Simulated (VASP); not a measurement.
Set up this calculation in VASP 6.6.1, as the native input.

```yaml
Task: single point
Functional: r2SCAN
Potentials_or_basis: VASP PAW PBE potentials, release 64 (In_d, P)
Cutoff: 520 eV
k_mesh: 8 × 8 × 8
Occupations: gaussian, width 0.05 eV
Spin: no spin polarisation
Dipole_correction: no
Further_INCAR_settings: ALGO = Normal; EDIFF = 1e-07; NBANDS = 16
```

Crystal: InP.

```xyz
2
Lattice="0.0000 2.9536 2.9536 2.9536 0.0000 2.9536 2.9536 2.9536 0.0000" Properties=species:S:1:pos:R:3 pbc="T T T"
In    0.0000    0.0000    0.0000
P     4.4304    4.4304    4.4304
```

These files were run (other wordings do the same):

POSCAR

```
InP
1.0
    0.0000000000      2.9535689173      2.9535689173
    2.9535689173      0.0000000000      2.9535689173
    2.9535689173      2.9535689173      0.0000000000
In P
1 1
Direct
    0.0000000000      0.0000000000      0.0000000000
    0.7500000000      0.7500000000      0.7500000000
```

INCAR.step1

```
SYSTEM = InP
  ALGO = Normal
  EDIFF = 1E-4
  ENCUT = 520
  GGA = PE
  ISMEAR = 0
  LASPH = .TRUE.
  LCHARG = .FALSE.
  LREAL = .FALSE.
  LWAVE = .TRUE.
  NBANDS = 16
  NELM = 100
  PREC = Accurate
  SIGMA = 0.05
```

INCAR.step2

```
SYSTEM = InP
  ALGO = Normal
  EDIFF = 1E-7
  ENCUT = 520
  ISIF = 2
  ISMEAR = 0
  ISTART = 1
  LASPH = .TRUE.
  LCHARG = .FALSE.
  LMIXTAU = .TRUE.
  LREAL = .FALSE.
  LWAVE = .FALSE.
  METAGGA = R2SCAN
  NBANDS = 16
  NELM = 100
  PREC = Accurate
  SIGMA = 0.05
```

KPOINTS

```
k-points
0
G
  8 8 8
  0 0 0
```

Potentials or basis: VASP PAW PBE potentials, release 64 (In_d, P).

Run with:

```console
$ cat potpaw_PBE.64/In_d/POTCAR potpaw_PBE.64/P/POTCAR > POTCAR
$ cp INCAR.step1 INCAR
$ mpirun -np 1 vasp_std > vasp.out
$ cp INCAR.step2 INCAR
$ mpirun -np 1 vasp_std > vasp.out
```

Results of the run:

```json
{"Pressure": "-0.1 GPa", "Band gap on the k mesh": "1.03 eV, direct"}
```

Caveat: the PAW data sets were made with another functional, which shifts forces and pressure a little; spin-orbit coupling is left out, which moves the levels of the heavy elements.

Run time: 110 s on 1 thread of AMD EPYC 7R43 64-Core Processor (Zen 3), with other jobs on the host, peak memory 0.15 GiB.
